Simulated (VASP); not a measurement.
Ru, 1 atom in the cell. The structure is trigonal, space group R-3m (No. 166). The conventional cell has a = 2.667 Å, b = 2.667 Å, c = 7.226 Å, α = 90.00°, β = 90.00°, γ = 120.00°. Ru (site symmetry -3m) has 12 Ru at 2.67 to 2.86 Å within 3.5 Å. 

| Item | Value |
| --- | --- |
| Program | VASP 6.6.1 |
| Task | single point |
| Functional | PBE |
| Potentials or basis | VASP PAW PBE potentials, release 64 (Ru_pv) |
| Cutoff | 520 eV |
| k mesh | 20 × 20 × 20 |
| Occupations | gaussian, width 0.15 eV |
| Spin | no spin polarisation |
| Dipole correction | no |
| Further INCAR settings | ALGO = Fast; EDIFF = 1e-07; NBANDS = 13 |

Potentials or basis: VASP PAW PBE potentials, release 64 (Ru_pv).

Command:

```console
$ cat potpaw_PBE.64/Ru_pv/POTCAR > POTCAR
$ mpirun -np 1 vasp_std > vasp.out
```

Hardware: 1 thread of Intel(R) Xeon(R) Platinum 8488C (Sapphire Rapids), with other jobs on the host.

**Question.** How long does it take, and how much memory?

**Answer.** Run time: 2.1 min on 1 thread of Intel(R) Xeon(R) Platinum 8488C (Sapphire Rapids) (shared host), peak memory 0.26 GiB. Counts: scf iterations 15, k points 781.
